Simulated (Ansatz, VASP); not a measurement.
# SnO: VASP beside Ansatz

```
Sn O
1.0
     4.02420    0.00000    0.00000
     0.00000    4.02420    0.00000
     0.00000    0.00000    4.40529
Sn O
2 2
Cartesian
  0.0000 2.0121 1.0826
  2.0121 0.0000 3.3227
  0.0000 0.0000 0.0000
  2.0121 2.0121 0.0000
```

Alike in both runs: task single point; functional LDA; k mesh 12 × 12 × 10; occupations gaussian, width 0.15 eV; no spin polarisation.

|  | VASP | Ansatz |
| --- | --- | --- |
| version | VASP 6.6.1 | Ansatz 0.2.0 |
| potentials or method | VASP PAW LDA potentials, release 64 (Sn_d, O), cutoff 520 eV | scalar-relativistic, plane waves, PAW |
| valence electrons in the cell | 40 | 40 |

|  | VASP | Ansatz | Ansatz less VASP |
| --- | --- | --- | --- |
| gap on the k mesh at the Fermi level (eV) | 0.58 | 0.60 | +0.022 |
| least direct gap on the mesh (eV) | 1.58 | 1.61 | +0.030 |
| pressure (GPa) | -8.0 | -8.3 | -0.30 |
| traceless stress, the component that is largest in VASP (GPa) | 6.12 | 6.15 | +0.035 |
| rms of the force components (eV/Å) | 0.173 | 0.209 | +0.0361 |

LDA's correlation is that of Perdew and Zunger in VASP and of Perdew and Wang (1992) in Ansatz. Atom by atom the forces differ by 0.036 eV/Å (rms over components).
